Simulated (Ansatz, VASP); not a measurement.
Given: the input of a run of VASP 6.6.1 on Al2O3.

The input INCAR:

```
  PREC = Accurate
  ENCUT = 520
  EDIFF = 1E-7
  ISMEAR = -1
  SIGMA = 0.05
  LREAL = False
  LASPH = True
  NELM = 60
  ALGO = Normal
  ISIF = 2
  LWAVE = False
  LCHARG = False
  GGA = PE
  NBANDS = 35
```

File KPOINTS:

```
Automatic mesh
0
Gamma
  7 7 7
```

Contents of POSCAR:

```
Al2O3
1.0
    2.4269334206      1.4011906636      4.4168267984
   -2.4269334206      1.4011906636      4.4168267984
    0.0000000000     -2.8023813274      4.4168267984
Al O
4 6
Direct
    0.8521600000      0.8521600000      0.8521600000
    0.6478400000      0.6478400000      0.6478400000
    0.1478400000      0.1478400000      0.1478400000
    0.3521600000      0.3521600000      0.3521600000
    0.0566800000      0.7500000000      0.4433200000
    0.7500000000      0.4433200000      0.0566800000
    0.4433200000      0.0566800000      0.7500000000
    0.9433200000      0.2500000000      0.5566800000
    0.2500000000      0.5566800000      0.9433200000
    0.5566800000      0.9433200000      0.2500000000
```

Potentials or basis: VASP PAW PBE potentials, release 64 (Al, O).

Command:

```console
$ cat potpaw_PBE.64/Al/POTCAR potpaw_PBE.64/O/POTCAR > POTCAR
$ mpirun -np 1 vasp_std > vasp.out
```

Q: Set up the same calculation for Ansatz 0.2.0. Potentials there: SSSP precision PAW.

A: As run (the cutoff follows the program's own potentials):

File input.yaml:

```yaml
crystal:
  lattice:
    - [2.4269334206, 1.4011906636, 4.4168267984]
    - [-2.4269334206, 1.4011906636, 4.4168267984]
    - [0.0, -2.8023813274, 4.4168267984]
  atoms:
    - { symbol: Al, position: [0.85216, 0.85216, 0.85216] }
    - { symbol: Al, position: [0.64784, 0.64784, 0.64784] }
    - { symbol: Al, position: [0.14784, 0.14784, 0.14784] }
    - { symbol: Al, position: [0.35216, 0.35216, 0.35216] }
    - { symbol: O, position: [0.05668, 0.75, 0.44332] }
    - { symbol: O, position: [0.75, 0.44332, 0.05668] }
    - { symbol: O, position: [0.44332, 0.05668, 0.75] }
    - { symbol: O, position: [0.94332, 0.25, 0.55668] }
    - { symbol: O, position: [0.25, 0.55668, 0.94332] }
    - { symbol: O, position: [0.55668, 0.94332, 0.25] }
hamiltonian:
  xc: pbe
  pseudopotentials: { kind: paw, accuracy: stringent }
kpoints:
  mp_grid: { grid: [7, 7, 7] }
scf:
  occupations: { method: fermi_dirac, width: 0.05 }
output:
  forces: true
  stress: true
  eigenvalues: true
```

Potentials or basis: SSSP precision PAW.

Command:

```sh
$ ansatz run input.yaml --threads 2 --pin off --max-ram 5120MiB --backend cpu --events-out ev --progress --plain --runs-dir out
```

Both were run:

|  | VASP | Ansatz | Ansatz less VASP |
| --- | --- | --- | --- |
| gap on the k mesh at the Fermi level (eV) | 5.49 | 5.49 | +0.001 |
| least direct gap on the mesh (eV) | 5.49 | 5.49 | +0.001 |
| pressure (GPa) | -6.4 | -5.8 | +0.55 |
| traceless stress, the component that is largest in VASP (GPa) | 0.27 | 0.20 | -0.063 |
| rms of the force components (eV/Å) | 0.035 | 0.040 | +0.0054 |

Atom by atom the forces differ by 0.008 eV/Å (rms over components). With one functional, cell and mesh, what is left measures potentials, basis and numerics.

Noted on Ansatz's run: odd divisions of the mesh miss points on the zone boundary, where band edges often lie, so the gap on the mesh can be too wide.
